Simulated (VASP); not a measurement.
A run of VASP 6.6.1:

File INCAR:

```
SYSTEM = CdS
PREC     = Accurate       ! precision mode
ENCUT    = 520            ! plane-wave cutoff, eV
EDIFF    = 1E-6           ! SCF threshold, eV
ISMEAR   = -1             ! smearing method
SIGMA    = 0.02           ! smearing width, eV
LREAL    = .False.        ! projectors in reciprocal space
LASPH    = .True.         ! aspherical terms in the spheres
NELM     = 100            ! most SCF steps
ALGO     = Normal         ! electronic algorithm
ISIF     = 2              ! what is computed and relaxed
LWAVE    = .False.        ! write WAVECAR
LCHARG   = .False.        ! write CHGCAR
GGA      = CA             ! functional
NBANDS   = 26             ! bands
```

KPOINTS

```
regular mesh
0
Gamma
  8 8 4
  0 0 0
```

The input POSCAR:

```
CdS
1.0
    4.1761471954      0.0000000000      0.0000000000
   -2.0880735977      3.6166495612      0.0000000000
    0.0000000000      0.0000000000      6.7490000000
Cd S
2 2
Direct
    0.3333333333      0.6666666667      0.0000000000
    0.6666666667      0.3333333333      0.5000000000
    0.3333333333      0.6666666667      0.3850000000
    0.6666666667      0.3333333333      0.8850000000
```

Potentials or basis: VASP PAW LDA potentials, release 64 (Cd, S).

Launch:

```console
$ cat potpaw_LDA.64/Cd/POTCAR potpaw_LDA.64/S/POTCAR > POTCAR
$ mpirun -np 1 vasp_std > vasp.out
```

Hardware: 1 thread of Intel Xeon 8259CL, with other jobs on the host.

Question: Estimate the wall time of this run.

Answer: Wall time 78 s on 1 thread of Intel Xeon 8259CL, on a shared host, peak memory 0.22 GiB. Counts: scf iterations 14, k points 30.
